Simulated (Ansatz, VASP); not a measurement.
**One calculation of Na4Os, two programs**

```
Na Os
1.0
     5.54718    0.00000    0.00000
     0.00000    5.54718    0.00000
     0.00000    0.00000    5.54718
Na Os
4 1
Direct
  0.28529 0.28529 0.28529
  0.71471 0.71471 0.28529
  0.28529 0.71471 0.71471
  0.71471 0.28529 0.71471
  0.00000 0.00000 0.00000
```

Change from the starting cell: species swapped into the SnI4 type (P-43m, No. 215).

Alike in both runs: functional PBE; k mesh 4 × 4 × 4; occupations gaussian, width 0.1 eV; no spin polarisation.

Ansatz relaxed the structure, and its values are those at the end. VASP's run is a single point on that final structure, the one shown.

|  | VASP | Ansatz |
| --- | --- | --- |
| version | VASP 6.6.1 | Ansatz 0.2.0 |
| potentials or method | VASP PAW PBE potentials, release 64 (Na_pv, Os), cutoff 600 eV | scalar-relativistic, plane waves, PAW |
| valence electrons in the cell | 36 | 52 |

```tsv
	VASP	Ansatz	Ansatz less VASP
gap on the k mesh at the Fermi level (eV)	none	none	-
pressure (GPa)	0.0	0.0	-0.02
rms of the force components (eV/Å)	0.025	0.023	-0.0019
```

A gap of «none» marks a metal or a gap that the smearing closes. The functional is the same, so the differences come from potentials, cutoffs and numerics. VASP's potentials hold 36 valence electrons a cell and Ansatz's 52, so a difference there can come from the potentials and not from the codes.

Spin-orbit coupling is off throughout.
